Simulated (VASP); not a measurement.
# ZnS (sol) (P6_3mc) in VASP: a series of runs, part 2 of 2

VASP 6.6.1.

## 4. Single point, PBEsol

This run uses another cell than the first one, of 19.23 Å³/atom, 0.971 times its volume.

The input, INCAR:

```
PREC = Accurate
ENCUT = 520
EDIFF = 1E-6
ISMEAR = 0
SIGMA = 0.01
LREAL = False
LASPH = True
NELM = 80
ALGO = Normal
ISIF = 2
LWAVE = False
LCHARG = False
GGA = PS
NBANDS = 26
```

The input, KPOINTS:

```
regular mesh
0
Gamma
  9 9 6
```

The input, POSCAR:

```
ZnS
1.0
    3.7822376623      0.0000000000      0.0000000000
   -1.8911188312      3.2755138987      0.0000000000
    0.0000000000      0.0000000000      6.2081819577
Zn S
2 2
Direct
    0.3333333333      0.6666666667      0.0004376489
    0.6666666667      0.3333333333      0.5004376489
    0.3333333333      0.6666666667      0.3745623511
    0.6666666667      0.3333333333      0.8745623511
```

Potentials or basis: VASP PAW PBE potentials, release 64 (Zn, S).

Run with:

```console
$ cat potpaw_PBE.64/Zn/POTCAR potpaw_PBE.64/S/POTCAR > POTCAR
$ mpirun -np 1 vasp_std > vasp.out
```

OUTCAR:

```text
PREC = Accurate
   ENCUT = 520
   EDIFF = 1E-6
   ISMEAR = 0
   LREAL = False
   LASPH = True
   NELM = 80
   ISIF = 2
   GGA = PS

 ion  position               nearest neighbor table
   1  0.333  0.667  0.000-   4 2.32   4 2.32   4 2.32   3 2.32
   2  0.667  0.333  0.500-   3 2.32   3 2.32   3 2.32   4 2.32
   3  0.333  0.667  0.375-   2 2.32   2 2.32   2 2.32   1 2.32
   4  0.667  0.333  0.875-   1 2.32   1 2.32   1 2.32   2 2.32

  LATTYP: Found a hexagonal cell.
 ALAT       =     3.7822376623
 C/A-ratio  =     1.6414045102

  Lattice vectors:

 A1 = (   3.7822376623,   0.0000000000,   0.0000000000)
 A2 = (  -1.8911188312,   3.2755138987,   0.0000000000)
 A3 = (   0.0000000000,   0.0000000000,   6.2081819577)

Analysis of symmetry for initial positions (statically):
=====================================================================
 Subroutine PRICEL returns:
 Original cell was already a primitive cell.

 Routine SETGRP: Setting up the symmetry group for a
 hexagonal supercell.

 Subroutine GETGRP returns: Found 12 space group operations
[... 169 lines left out ...]
  energy without entropy =      -15.16730279  energy(sigma->0) =      -15.16730279

 E-fermi :   2.3862     XC(G=0):  -9.9633

 val. band max:        2.2770739972   @ k =   0.0000   0.0000   0.0000
 cond. band min:       4.4375312886   @ k =   0.0000   0.0000   0.0000
 fundamental gap:      2.1604572914
 Fermi energy:         2.3862128794

 k-point     1 :       0.0000    0.0000    0.0000
  band No.  band energies     occupation
      1     -11.0897      2.00000
      2     -10.0932      2.00000
      3      -4.2112      2.00000
      4      -4.1943      2.00000
      5      -4.1943      2.00000
      6      -4.1086      2.00000
[... 685 lines left out ...]
     25      12.3095      0.00000
     26      12.3533      0.00000

 [... further k-points ...]

------------------------ aborting loop because EDIFF is reached ----------------------------------------

  FORCE on cell =-STRESS in cart. coord.  units (eV):
  Direction    XX          YY          ZZ          XY          YZ          ZX
  --------------------------------------------------------------------------------------
  -------------------------------------------------------------------------------------
  Total        0.0854605      0.0854605      0.0923751     -0.0000000      0.0000000      0.0000000
  in kB        1.7802588      1.7802588      1.9243011     -0.0000000      0.0000000      0.0000000
  external PRESSURE =       1.8282729 kB  Pullay stress =       0.0000000 kB

 VOLUME and BASIS-vectors are now :
 -----------------------------------------------------------------------------
  energy-cutoff  :      520.00
  volume of cell :       76.91
      direct lattice vectors                 reciprocal lattice vectors
     3.782237662  0.000000000  0.000000000     0.264393750  0.152647803  0.000000000
    -1.891118831  3.275513899  0.000000000     0.000000000  0.305295606  0.000000000
     0.000000000  0.000000000  6.208181958     0.000000000  0.000000000  0.161077753

 POSITION                                       TOTAL-FORCE (eV/Angst)
 -----------------------------------------------------------------------------------
     -0.00000      2.18368      0.00272        -0.000000      0.000000     -0.000746
      1.89112      1.09184      3.10681         0.000000     -0.000000     -0.000746
     -0.00000      2.18368      2.32535        -0.000000     -0.000000      0.000746
      1.89112      1.09184      5.42944        -0.000000      0.000000      0.000746
 -----------------------------------------------------------------------------------
    total drift:                               -0.000001     -0.000001      0.000302

  FREE ENERGIE OF THE ION-ELECTRON SYSTEM (eV)
  ---------------------------------------------------
  free  energy   TOTEN  =       -15.1673027893 eV

  energy  without entropy=      -15.1673027893  energy(sigma->0) =      -15.16730279
```

stdout:

```text
POSCAR found type information on POSCAR ZnS
 POSCAR found :  2 types and       4 ions
 scaLAPACK will be used
 -----------------------------------------------------------------------------
|                                                                             |
|                                                                             |
|     You enforced a specific xc type in the INCAR file but a different       |
|     I HOPE YOU KNOW WHAT YOU ARE DOING!                                     |
|                                                                             |
 -----------------------------------------------------------------------------

 LDA part: xc-table for (Slater+PW92), standard interpolation
 POSCAR, INCAR and KPOINTS ok, starting setup
 FFT: planning ... GRIDC
 FFT: planning ... GRID_SOFT
 FFT: planning ... GRID
 WAVECAR not read
 entering main loop
```

It took 43 s on 1 thread of AMD EPYC 9R45 (Zen 5), shared host; peak memory 0.2 GiB.

What came out:

- Free energy: -15.1673 eV
- Pressure: 0.2 GPa
- Band gap on the k mesh: 2.16 eV, direct

Caveat: the PAW data sets were made with another functional, which shifts forces and pressure a little.

## 5. Single point, PBEsol

This run uses another cell than the first one, of 19.23 Å³/atom, 0.971 times its volume.

The input, INCAR:

```
SYSTEM = ZnS
PREC = Accurate
ENCUT = 520
EDIFF = 1E-7
ISMEAR = 0
SIGMA = 0.01
LREAL = .FALSE.
LASPH = .TRUE.
NELM = 80
ALGO = Normal
ISIF = 2
LWAVE = .FALSE.
LCHARG = .FALSE.
GGA = PS
NBANDS = 26
```

The input, KPOINTS:

```
regular mesh
0
G
  9 9 6
  0 0 0
```

The input, POSCAR:

```
ZnS
1.0
    3.7822376623      0.0000000000      0.0000000000
   -1.8911188312      3.2755138987      0.0000000000
    0.0000000000      0.0000000000      6.2081819577
Zn S
2 2
Direct
    0.3333333333      0.6666666667     -0.0090029985
    0.6666666667      0.3333333333      0.4909970015
    0.3333333333      0.6666666667      0.3840029985
    0.6666666667      0.3333333333      0.8840029985
```

Run with:

```console
$ cat potpaw_PBE.64/Zn/POTCAR potpaw_PBE.64/S/POTCAR > POTCAR
$ mpirun -np 1 vasp_std > vasp.out
```

It took 46 s on 1 thread of AMD EPYC 9R45 (Zen 5), shared host; peak memory 0.2 GiB.

Results (log left out):

```yaml
Free_energy: -15.0978 eV
Pressure: 0.7 GPa
Largest_force: 0.540 eV/Å
Band_gap_on_the_k_mesh: 2.21 eV, direct
```

Forces on the atoms (eV/Å):
```
Zn   0.000  0.000  0.540
Zn   0.000  0.000  0.540
S    0.000  0.000 -0.540
S    0.000  0.000 -0.540
```

Stress tensor (GPa, compression positive):
```
 2.09  0.00  0.00
 0.00  2.09  0.00
 0.00  0.00 -2.00
```

Levels at points of the mesh, in eV from the valence-band top:
| k point | band 16 | band 17 | band 18 | band 19 | band 20 | band 21 |
| --- | --- | --- | --- | --- | --- | --- |
| (0.00, 0.00, 0.00) | -0.04 | -0.04 | 0.00 | 2.21 | 2.85 | 6.18 |
| (0.00, 0.00, 0.50) | -0.47 | -0.47 | -0.47 | 3.42 | 3.42 | 6.60 |

Caveat: the PAW data sets were made with another functional, which shifts forces and pressure a little.

## 6. Single point, PBEsol

This run uses another cell than the first one, of 19.23 Å³/atom, 0.971 times its volume.

The input, INCAR:

```
  ALGO = Normal
  EDIFF = 1E-6
  ENCUT = 520
  GGA = PS
  ISIF = 2
  ISMEAR = 0
  LASPH = True
  LCHARG = False
  LREAL = False
  LWAVE = False
  NBANDS = 26
  NELM = 80
  PREC = Accurate
  SIGMA = 0.01
```

The input, KPOINTS:

```
k-points
0
Gamma
  9 9 6
```

The input, POSCAR:

```
ZnS
1.0
    3.7822376623      0.0000000000      0.0000000000
   -1.8911188312      3.2755138987      0.0000000000
    0.0000000000      0.0000000000      6.2081819577
Zn S
2 2
Direct
    0.3333333333      0.6666666667     -0.0184436458
    0.6666666667      0.3333333333      0.4815563542
    0.3333333333      0.6666666667      0.3934436458
    0.6666666667      0.3333333333      0.8934436458
```

Potentials or basis: VASP PAW PBE potentials, release 64 (Zn, S).

Run with:

```console
$ cat potpaw_PBE.64/Zn/POTCAR potpaw_PBE.64/S/POTCAR > POTCAR
$ mpirun -np 1 vasp_std > vasp.out
```

OUTCAR:

```text
EDIFF = 1E-6
   ENCUT = 520
   GGA = PS
   ISIF = 2
   ISMEAR = 0
   LASPH = True
   LREAL = False
   NELM = 80
   PREC = Accurate

 ion  position               nearest neighbor table
   1  0.333  0.667  0.982-   4 2.25   4 2.25   4 2.25   3 2.56
   2  0.667  0.333  0.482-   3 2.25   3 2.25   3 2.25   4 2.56
   3  0.333  0.667  0.393-   2 2.25   2 2.25   2 2.25   1 2.56
   4  0.667  0.333  0.893-   1 2.25   1 2.25   1 2.25   2 2.56

  LATTYP: Found a hexagonal cell.
 ALAT       =     3.7822376623
 C/A-ratio  =     1.6414045102

  Lattice vectors:

 A1 = (   3.7822376623,   0.0000000000,   0.0000000000)
 A2 = (  -1.8911188312,   3.2755138987,   0.0000000000)
 A3 = (   0.0000000000,   0.0000000000,   6.2081819577)

Analysis of symmetry for initial positions (statically):
=====================================================================
 Subroutine PRICEL returns:
 Original cell was already a primitive cell.

[... 166 lines left out ...]

 Free energy of the ion-electron system (eV)
  ---------------------------------------------------
  ext. energy  EPLUGINS =         0.00000000
  ---------------------------------------------------
  free energy    TOTEN  =       -14.93623084 eV

  energy without entropy =      -14.93623084  energy(sigma->0) =      -14.93623084

 E-fermi :   2.3127     XC(G=0):  -9.9534

 val. band max:        2.2674237270   @ k =   0.0000   0.0000   0.0000
 cond. band min:       4.5256609622   @ k =   0.0000   0.0000   0.0000
 fundamental gap:      2.2582372352
 Fermi energy:         2.3127441445

 k-point     1 :       0.0000    0.0000    0.0000
  band No.  band energies     occupation
      1     -11.1385      2.00000
      2     -10.2350      2.00000
      3      -4.3810      2.00000
      4      -4.3810      2.00000
      5      -4.3562      2.00000
      6      -4.3562      2.00000
[... 685 lines left out ...]
     25      12.2666      0.00000
     26      12.4479      0.00000

 [... further k-points ...]
[... 5 lines left out ...]
  --------------------------------------------------------------------------------------
  -------------------------------------------------------------------------------------
  Total        1.9551675      1.9551675     -1.2263505     -0.0000000      0.0000000      0.0000000
  in kB       40.7288231     40.7288231    -25.5465649     -0.0000000      0.0000000      0.0000000
  external PRESSURE =      18.6370271 kB  Pullay stress =       0.0000000 kB

 VOLUME and BASIS-vectors are now :
 -----------------------------------------------------------------------------
  energy-cutoff  :      520.00
  volume of cell :       76.91
      direct lattice vectors                 reciprocal lattice vectors
     3.782237662  0.000000000  0.000000000     0.264393750  0.152647803  0.000000000
    -1.891118831  3.275513899  0.000000000     0.000000000  0.305295606  0.000000000
     0.000000000  0.000000000  6.208181958     0.000000000  0.000000000  0.161077753

 POSITION                                       TOTAL-FORCE (eV/Angst)
 -----------------------------------------------------------------------------------
     -0.00000      2.18368      6.09368        -0.000000      0.000000      0.800169
      1.89112      1.09184      2.98959         0.000000     -0.000000      0.800169
     -0.00000      2.18368      2.44257        -0.000000      0.000000     -0.800169
      1.89112      1.09184      5.54666         0.000000     -0.000000     -0.800169
 -----------------------------------------------------------------------------------
    total drift:                               -0.000001     -0.000001      0.002148

  FREE ENERGIE OF THE ION-ELECTRON SYSTEM (eV)
  ---------------------------------------------------
  free  energy   TOTEN  =       -14.9362308389 eV

  energy  without entropy=      -14.9362308389  energy(sigma->0) =      -14.93623084
```

OSZICAR:

```text
N       E                     dE             d eps       ncg     rms          rms(c)
DAV:   1     0.243896150194E+03    0.24390E+03   -0.17101E+04  2496   0.168E+03
DAV:   2     0.885227461852E+01   -0.23504E+03   -0.22455E+03  2584   0.351E+02
DAV:   3    -0.151984945690E+02   -0.24051E+02   -0.23822E+02  3008   0.113E+02
DAV:   4    -0.157916687748E+02   -0.59317E+00   -0.59189E+00  2918   0.177E+01
DAV:   5    -0.158005438336E+02   -0.88751E-02   -0.88729E-02  3016   0.215E+00    0.104E+01
DAV:   6    -0.149500052375E+02    0.85054E+00   -0.19043E+00  3326   0.417E+01    0.789E+00
DAV:   7    -0.149466524977E+02    0.33527E-02   -0.12901E+00  2638   0.713E+00    0.341E+00
DAV:   8    -0.149366037638E+02    0.10049E-01   -0.30810E-02  3194   0.164E+00    0.896E-01
DAV:   9    -0.149360091039E+02    0.59466E-03   -0.10159E-02  3364   0.143E+00    0.220E-01
DAV:  10    -0.149361074625E+02   -0.98359E-04   -0.57327E-04  2934   0.345E-01    0.111E-01
DAV:  11    -0.149362299735E+02   -0.12251E-03   -0.18565E-04  2590   0.911E-02    0.380E-02
DAV:  12    -0.149362308389E+02   -0.86545E-06   -0.41907E-06  3076   0.192E-02
   1 F= -.14936231E+02 E0= -.14936231E+02  d E =-.139521E-13
```

stdout:

```text
POSCAR found type information on POSCAR ZnS
 POSCAR found :  2 types and       4 ions
 scaLAPACK will be used
 -----------------------------------------------------------------------------
|                                                                             |
|                                                                             |
|     You enforced a specific xc type in the INCAR file but a different       |
|     I HOPE YOU KNOW WHAT YOU ARE DOING!                                     |
|                                                                             |
 -----------------------------------------------------------------------------

 LDA part: xc-table for (Slater+PW92), standard interpolation
 POSCAR, INCAR and KPOINTS ok, starting setup
 FFT: planning ... GRIDC
 FFT: planning ... GRID_SOFT
 FFT: planning ... GRID
 WAVECAR not read
 entering main loop
```

It took 38 s on 1 thread of AMD EPYC 9R45 (Zen 5), shared host; peak memory 0.2 GiB.

Results:

| Item | Value |
| --- | --- |
| Free energy | -14.9362 eV |
| Pressure | 1.9 GPa |
| Largest force | 0.800 eV/Å |
| Band gap on the k mesh | 2.26 eV, direct |

Forces on the atoms (eV/Å):
```
Zn   0.000  0.000  0.800
Zn   0.000  0.000  0.800
S    0.000  0.000 -0.800
S    0.000  0.000 -0.800
```

Levels at points of the mesh, in eV from the valence-band top:
```csv
k point,band 15,band 16,band 17,band 18,band 19,band 20,band 21,band 22
"(0.00, 0.00, 0.00)",-0.84,-0.09,-0.09,0.00,2.26,2.69,6.14,6.14
"(0.00, 0.00, 0.50)",-0.48,-0.48,-0.48,-0.48,3.31,3.31,6.52,6.52
```

Caveat: the PAW data sets were made with another functional, which shifts forces and pressure a little.

## 7. Overview

| cell | k mesh | smearing | gap on the mesh (eV) | pressure (GPa) | largest force (eV/Å) |
| --- | --- | --- | --- | --- | --- |
| a = 3.823, b = 3.823, c = 6.261 Å, angles 90.0, 90.0, 120.0°, 4 atoms | 6 × 6 × 4 | gaussian 0.1 eV | 2.03 | -2.0 | 0.01 |
| a = 3.782, b = 3.782, c = 6.208 Å, angles 90.0, 90.0, 120.0°, 4 atoms | 9 × 9 × 6 | gaussian 0.02 eV | 2.16 | 0.2 | - |
| a = 3.782, b = 3.782, c = 6.208 Å, angles 90.0, 90.0, 120.0°, 4 atoms | 9 × 9 × 6 | gaussian 0.01 eV | 2.26 | 1.9 | 0.80 |

Some of these runs hold the atoms at other places in the same cell, which the table doesn't show; runs alike in all that it shows share one row.

Alike in all rows: task single point; level PBEsol; potentials or basis VASP PAW PBE potentials, release 64 (Zn, S); no spin polarisation; cutoff (eV) 520.

Caveats: the PAW data sets were made with another functional, which shifts forces and pressure a little.

Absolute energies hang on the potentials; compare differences alone.
